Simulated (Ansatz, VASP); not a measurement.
SiTe: VASP beside Ansatz

```
CELL_PARAMETERS angstrom
3.76795 0.00000 0.00000
0.00000 3.76795 0.00000
0.00000 0.00000 3.76795
ATOMIC_POSITIONS crystal
Si 0.00000 0.00000 0.00000
Te 0.50000 0.50000 0.50000
```

Alike in both runs: task single point; functional PBE; k mesh 7 × 7 × 7; occupations fermi-dirac, width 0.05 eV; no spin polarisation.

|  | VASP | Ansatz |
| --- | --- | --- |
| version | VASP 6.6.1 | Ansatz 0.2.0 |
| potentials or method | VASP PAW PBE potentials, release 64 (Si, Te), cutoff 520 eV | all-electron LAPW, scalar-relativistic |

|  | VASP | Ansatz | Ansatz less VASP |
| --- | --- | --- | --- |
| gap on the k mesh at the Fermi level (eV) | none | none | - |
| pressure (GPa) | -7.1 | -7.1 | +0.04 |

A gap of «none» marks a metal or a gap that the smearing closes. Ansatz ran all-electron here, and VASP with PAW potentials.

Neither program's run includes spin-orbit coupling.
